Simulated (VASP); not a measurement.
# AlNi (Pm-3m) in VASP: elastic constants with LDA

Aim: the elastic constants of AlNi with LDA.

Program: VASP 6.6.1. These are calculated values, not measurements. Logs are shortened: lines on timing, memory, paths and dates and some standing lists are left out, and cuts for length are marked.

### 1 The cell of the first run

It takes space group Pm-3m (No. 221, cubic). The conventional cell has a = 2.833 Å, b = 2.833 Å, c = 2.833 Å, α = 90.00°, β = 90.00°, γ = 90.00°. Al (site symmetry m-3m) has 8 Ni at 2.45 Å and 6 Al at 2.83 Å within 3.2 Å. Within 3.2 Å of Ni (site symmetry m-3m) lie 8 Al at 2.45 Å and 6 Ni at 2.83 Å.

### 2 Elastic constants, LDA

Contents of INCAR:

```
PREC = Accurate ; ENCUT = 600
EDIFF = 1E-8 ; ISMEAR = -1
SIGMA = 0.05 ; LREAL = F
LASPH = T ; NELM = 80
ALGO = Normal ; ISIF = 3
LWAVE = F ; LCHARG = F
GGA = CA ; NBANDS = 14
IBRION = 6 ; NFREE = 2
POTIM = 0.015 ; NSW = 1
```

Contents of KPOINTS:

```
regular mesh
0
Gamma
  16 16 16
```

Contents of POSCAR:

```
AlNi
1.0
    2.8325749635      0.0000000000      0.0000000000
    0.0000000000      2.8325749635      0.0000000000
    0.0000000000      0.0000000000      2.8325749635
Al Ni
1 1
Direct
    0.0000000000      0.0000000000      0.0000000000
    0.5000000000      0.5000000000      0.5000000000
```

Potentials or basis: VASP PAW LDA potentials, release 64 (Al, Ni).

The run is started by

```console
$ cat potpaw_LDA.64/Al/POTCAR potpaw_LDA.64/Ni/POTCAR > POTCAR
$ mpirun -np 1 vasp_std > vasp.out
```

OUTCAR:

```text
PREC = Accurate
   ENCUT = 600
   EDIFF = 1E-8
   ISMEAR = -1
   LREAL = F
   LASPH = T
   NELM = 80
   ISIF = 3
   GGA = CA
   IBRION = 6
   NFREE = 2
   POTIM = 0.015
   NSW = 1

 ion  position               nearest neighbor table
   1  0.000  0.000  0.000-   2 2.45   2 2.45   2 2.45   2 2.45   2 2.45   2 2.45   2 2.45   2 2.45

   2  0.500  0.500  0.500-   1 2.45   1 2.45   1 2.45   1 2.45   1 2.45   1 2.45   1 2.45   1 2.45

  LATTYP: Found a simple cubic cell.
 ALAT       =     2.8325749635

  Lattice vectors:

 A1 = (   2.8325749635,   0.0000000000,   0.0000000000)
 A2 = (   0.0000000000,   2.8325749635,   0.0000000000)
 A3 = (   0.0000000000,   0.0000000000,   2.8325749635)

Analysis of symmetry for initial positions (statically):
=====================================================================
 Subroutine PRICEL returns:
 Original cell was already a primitive cell.

 Routine SETGRP: Setting up the symmetry group for a
 simple cubic supercell.

 Subroutine GETGRP returns: Found 48 space group operations
 (whereof 48 operations were pure point group operations)
 out of a pool of 48 trial point group operations.

The static configuration has the point symmetry O_h .

Analysis of symmetry for dynamics (positions and initial velocities):
=====================================================================
 Subroutine PRICEL returns:
 Original cell was already a primitive cell.

 Routine SETGRP: Setting up the symmetry group for a
 simple cubic supercell.

 Subroutine GETGRP returns: Found 48 space group operations
 (whereof 48 operations were pure point group operations)
 out of a pool of 48 trial point group operations.

The dynamic configuration has the point symmetry O_h .

 Subroutine INISYM returns: Found 48 space group operations
 (whereof 48 operations are pure point group operations),
 and found     1 'primitive' translations

----------------------------------------------------------------------------------------

[... 734 lines left out ...]
      2       3.6981      2.00000
      3       7.5126      2.00000
      4       7.9472      2.00000
      5       8.0393      2.00000
      6       8.7552      2.00000
      7       9.7391      2.00000
      8      17.5997      0.00000
      9      18.5636      0.00000
     10      21.1313      0.00000
     11      21.8902      0.00000
     12      22.0486      0.00000
     13      26.3901      0.00000
     14      26.9611      0.00000

 [... further k-points ...]
[... 5 lines left out ...]
  --------------------------------------------------------------------------------------
  -------------------------------------------------------------------------------------
  Total        0.0371691      0.0392361      0.0392361      0.0000000      0.0000000      0.0000000
  in kB        2.6202876      2.7660004      2.7660004      0.0000000      0.0000000      0.0000000
  external PRESSURE =       2.7174295 kB  Pullay stress =       0.0000000 kB
[... 17 lines left out ...]
  FREE ENERGIE OF THE ION-ELECTRON SYSTEM (eV)
  ---------------------------------------------------
  free  energy   TOTEN  =       -12.1993986312 eV

  energy  without entropy=      -12.1933352107  energy(sigma->0) =      -12.19636692

 INTERNAL STRAIN TENSORS FROM STRAINED CELLS
 ============================================

 INTERNAL STRAIN TENSOR FOR ION    1 for displacements in x,y,z  (eV/Angst):
          X           Y           Z          XY          YZ          ZX
  --------------------------------------------------------------------------------
  x     0.00000     0.00000     0.00000     0.00000     0.00000    -0.00000
  y     0.00000     0.00000     0.00000     0.00000     0.00000     0.00000
  z     0.00000     0.00000     0.00000     0.00000     0.00000     0.00000

 INTERNAL STRAIN TENSORS FROM DISPLACED ATOMS
 ============================================

 INTERNAL STRAIN TENSOR FOR ION    1 for displacements in x,y,z  (eV/Angst):
          X           Y           Z          XY          YZ          ZX
  --------------------------------------------------------------------------------
  x     0.00000     0.00000     0.00000     0.00000     0.00000     0.00000
  y     0.00000     0.00000     0.00000     0.00000     0.00000     0.00000
  z     0.00000     0.00000     0.00000     0.00000     0.00000     0.00000

 INTERNAL STRAIN TENSOR FOR ION    2 for displacements in x,y,z  (eV/Angst):
          X           Y           Z          XY          YZ          ZX
  --------------------------------------------------------------------------------
  x     0.00000     0.00000     0.00000     0.00000     0.00000     0.00000
  y     0.00000     0.00000     0.00000     0.00000     0.00000     0.00000
  z     0.00000     0.00000     0.00000     0.00000     0.00000     0.00000

 Eigenvectors and eigenvalues of the dynamical matrix
 ----------------------------------------------------

   1 f  =    9.271353 THz    58.253629 2PiTHz  309.259045 cm-1    38.343218 meV
             X         Y         Z           dx          dy          dz
      0.000000  0.000000  0.000000    -0.827776   -0.000000    0.000000
      1.416287  1.416287  1.416287     0.561059   -0.000000    0.000000
[... 21 lines left out ...]
   6 f/i=    0.001495 THz     0.009392 2PiTHz    0.049861 cm-1     0.006182 meV
             X         Y         Z           dx          dy          dz
      0.000000  0.000000  0.000000    -0.000000   -0.000000   -0.561059
      1.416287  1.416287  1.416287     0.000000    0.000000   -0.827776

--------------------------------------------------------------------------------------------------------

 ELASTIC MODULI CONTR FROM IONIC RELAXATION (kBar)
 Direction    XX          YY          ZZ          XY          YZ          ZX
 --------------------------------------------------------------------------------
 XX           0.0000      0.0000      0.0000      0.0000      0.0000      0.0000
 YY           0.0000      0.0000      0.0000      0.0000      0.0000      0.0000
 ZZ           0.0000      0.0000      0.0000      0.0000      0.0000      0.0000
 XY           0.0000      0.0000      0.0000      0.0000      0.0000      0.0000
 YZ           0.0000      0.0000      0.0000      0.0000      0.0000      0.0000
 ZX           0.0000      0.0000      0.0000      0.0000      0.0000      0.0000
 --------------------------------------------------------------------------------

 TOTAL ELASTIC MODULI (kBar)
 Direction    XX          YY          ZZ          XY          YZ          ZX
 --------------------------------------------------------------------------------
 XX        2532.3512   1523.9705   1523.9705      0.0000      0.0000     -0.0000
 YY        1523.9705   2532.3512   1523.9705     -0.0000      0.0000      0.0000
 ZZ        1523.9705   1523.9705   2532.3512      0.0000     -0.0000      0.0000
 XY           0.0000     -0.0000      0.0000   1310.9457      0.0000      0.0000
 YZ           0.0000      0.0000     -0.0000      0.0000   1310.9457      0.0000
 ZX          -0.0000      0.0000      0.0000      0.0000      0.0000   1310.9457
 --------------------------------------------------------------------------------
```

OSZICAR:

```text
N       E                     dE             d eps       ncg     rms          rms(c)
DAV:   1     0.434412974325E+02    0.43441E+02   -0.60672E+03  4708   0.112E+03
DAV:   2    -0.116573335224E+02   -0.55099E+02   -0.50006E+02  4896   0.196E+02
[... 185 lines left out ...]
DAV:   1    -0.121989255659E+02    0.47306E-03   -0.26650E+00 12258   0.103E+01    0.189E-01
DAV:   2    -0.121999441385E+02   -0.10186E-02   -0.18231E-02 12678   0.134E+00    0.142E-01
DAV:   3    -0.121996881820E+02    0.25596E-03   -0.19083E-03 14812   0.598E-01    0.113E-01
DAV:   4    -0.121994054817E+02    0.28270E-03   -0.51276E-04 16622   0.255E-01    0.235E-02
DAV:   5    -0.121993985482E+02    0.69336E-05   -0.45316E-05 15482   0.883E-02    0.397E-03
DAV:   6    -0.121993986337E+02   -0.85543E-07   -0.13437E-06 13326   0.101E-02    0.126E-03
DAV:   7    -0.121993986312E+02    0.25318E-08   -0.36505E-08 12314   0.240E-03
  17 F= -.12199399E+02 E0= -.12196367E+02  d E =-.606342E-02
```

stdout:

```text
POSCAR found type information on POSCAR AlNi
 POSCAR found :  2 types and       2 ions
 scaLAPACK will be used
 LDA part: xc-table for (Slater(with rela. corr.)+CA(PZ))
 , standard interpolation
 POSCAR, INCAR and KPOINTS ok, starting setup
 FFT: planning ... GRIDC
 FFT: planning ... GRID_SOFT
 FFT: planning ... GRID
 WAVECAR not read
 entering main loop
 Found     2 degrees of freedom:
 Adding 6 more for cell shape distortion
 Finite differences POTIM= 0.01500 DOF=   8
 bond charge predicted
 Finite differences progress:
 bond charge predicted
 Finite differences progress:
 bond charge predicted
 Finite differences progress:
 bond charge predicted
 Finite differences progress:
 bond charge predicted
 Finite differences progress:
 bond charge predicted
 Finite differences progress:
 bond charge predicted
 Finite differences progress:
 bond charge predicted
 Finite differences progress:
 bond charge predicted
 Finite differences progress:
 bond charge predicted
 Finite differences progress:
 bond charge predicted
 Finite differences progress:
 bond charge predicted
 Finite differences progress:
 bond charge predicted
 Finite differences progress:
 bond charge predicted
 Finite differences progress:
 bond charge predicted
 Finite differences progress:
 bond charge predicted
 Finite differences progress:
```

Wall time 35 min (1 thread of Intel Xeon 8259CL, shared host); peak memory 0.8 GiB.

Results:

```
Elastic constants C11, C12, C44 : 253, 152, 131 GPa
Voigt bulk modulus              : 186 GPa
Highest phonon frequency at Γ   : 309 cm⁻¹
```

Phonon frequencies in cm⁻¹ (negative: imaginary):
| q point | frequencies |
| --- | --- |
| (0.000, 0.000, 0.000) | 0 0 0 309 309 309 |

Elastic tensor in Voigt notation (GPa, in the Cartesian axes of the cell as first typed):
```
253 152 152   0   0   0
152 253 152   0   0   0
152 152 253   0   0   0
  0   0   0 131   0   0
  0   0   0   0 131   0
  0   0   0   0   0 131
```

Clamped-ion elastic tensor (GPa):
```
253 152 152   0   0   0
152 253 152   0   0   0
152 152 253   0   0   0
  0   0   0 131   0   0
  0   0   0   0 131   0
  0   0   0   0   0 131
```
